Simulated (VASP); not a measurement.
Here is a VASP 6.6.1 calculation.

File INCAR:

```
SYSTEM = S
PREC = Accurate
ENCUT = 600
EDIFF = 1E-6
ISMEAR = -1
SIGMA = 0.1
LREAL = .FALSE.
LASPH = .TRUE.
NELM = 100
ALGO = Normal
ISIF = 3
LWAVE = .FALSE.
LCHARG = .FALSE.
GGA = PE
IBRION = 2
NSW = 80
EDIFFG = -0.002
PSTRESS = 1600.0
```

File KPOINTS:

```
regular mesh
0
G
  21 21 21
  0 0 0
```

File POSCAR:

```
S
1.0
    1.6951927729      0.9787200038      0.8775090794
   -1.6951927729      0.9787200038      0.8775090794
    0.0000000000     -1.9574400075      0.8775090795
S
1
Direct
    0.0000000000      0.0000000000      0.0000000000
```

Potentials or basis: VASP PAW PBE potentials, release 64 (S).

Command:

```bash
$ cat potpaw_PBE.64/S/POTCAR > POTCAR
$ mpirun -np 1 vasp_std > vasp.out
```

(1) What does it give for the space group after relaxing (to 0.1 Å)?

(2) Estimate the band gap on the k mesh.

(3) Estimate the relaxed volume.

(4) Estimate the relaxed cell.

Results:

(1) R-3m (No. 166).

(2) zero (bands 3 and 4 overlap by 14.18 eV).

(3) 8.75 Å³/atom.

(4) a = 2.140 Å, b = 2.140 Å, c = 2.140 Å, α = 103.96°, β = 103.96°, γ = 103.96°.

Caveat: the cell is relaxed towards a set pressure, so the run minimises the enthalpy, not the energy.
